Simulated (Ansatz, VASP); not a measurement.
# HfN in VASP and in Ansatz

```
Hf N
1.0
     0.00000    2.45482    2.45482
     2.45482    0.00000    2.45482
     2.45482    2.45482    0.00000
Hf N
1 1
Cartesian
  0.0000 0.0000 0.0000
  1.2274 1.2274 1.2274
```

Alike in both runs: task single point; functional PBE; k mesh 9 × 9 × 9; occupations gaussian, width 0.02 eV; no spin polarisation.

|  | VASP | Ansatz |
| --- | --- | --- |
| version | VASP 6.6.1 | Ansatz 0.2.0 |
| potentials or method | VASP PAW PBE potentials, release 64 (Hf_pv, N), cutoff 520 eV | all-electron LAPW, scalar-relativistic |

Ansatz gave:

- gap on the k mesh at the Fermi level (eV): none
- pressure (GPa): 0.8

Q: What did VASP give for the same quantities?

A: gap on the k mesh at the Fermi level (eV): none; pressure (GPa): -0.3.

A gap of «none» marks a metal or a gap that the smearing closes. Ansatz ran all-electron here, and VASP with PAW potentials.

Spin-orbit coupling is off throughout.
